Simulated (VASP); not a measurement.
Write the native input for VASP 6.6.1 that does the following.

| Property | Result |
| --- | --- |
| Task | single point |
| Functional | PBEsol |
| Potentials or basis | VASP PAW PBE potentials, release 64 (Li_sv, F) |
| Cutoff | 520 eV |
| k mesh | 6 × 6 × 6 |
| Occupations | gaussian, width 0.02 eV |
| Spin | no spin polarisation |
| Dipole correction | no |
| Further INCAR settings | ALGO = Normal; EDIFF = 1e-06; NBANDS = 30 |

The structure of LiF lies in POSCAR:

```
LiF
1.0
   -3.0911589450      3.0911589450      2.4338342809
    3.0911589450     -3.0911589450      2.4338342809
    3.0911589450      3.0911589450     -2.4338342809
Li F
4 4
Direct
    0.4521344759      0.6596567534      0.5000000000
    0.1596567534      0.9521344759      0.5000000000
    0.9521344759      0.4521344759      0.7924777225
    0.6596567534      0.1596567534      0.2075222775
    0.3470863426      0.8470863426      0.8059639144
    0.0411224281      0.5411224281      0.1940360856
    0.8470863426      0.0411224281      0.5000000000
    0.5411224281      0.3470863426      0.5000000000
```

The input as run:

INCAR

```
PREC     = Accurate       # precision mode
ENCUT    = 520            # plane-wave cutoff, eV
EDIFF    = 1E-6           # SCF threshold, eV
ISMEAR   = 0              # smearing method
SIGMA    = 0.02           # smearing width, eV
LREAL    = False          # projectors in reciprocal space
LASPH    = True           # aspherical terms in the spheres
NELM     = 80             # most SCF steps
ALGO     = Normal         # electronic algorithm
ISIF     = 2              # what is computed and relaxed
LWAVE    = False          # write WAVECAR
LCHARG   = False          # write CHGCAR
GGA      = PS             # functional
NBANDS   = 30             # bands
```

KPOINTS

```
Automatic mesh
0
Gamma
  6 6 6
```

Potentials or basis: VASP PAW PBE potentials, release 64 (Li_sv, F).

Run with:

```bash
$ cat potpaw_PBE.64/Li_sv/POTCAR potpaw_PBE.64/F/POTCAR > POTCAR
$ mpirun -np 1 vasp_std > vasp.out
```

Results of the run:

| Item | Value |
| --- | --- |
| Largest force | 0.057 eV/Å |
| Band gap on the k mesh | 7.01 eV |

Caveat: the PAW data sets were made with another functional, which shifts forces and pressure a little.

Run time: 43 s on 1 thread of Intel(R) Xeon(R) 6975P-C (Granite Rapids), with other jobs on the host, peak memory 0.25 GiB.
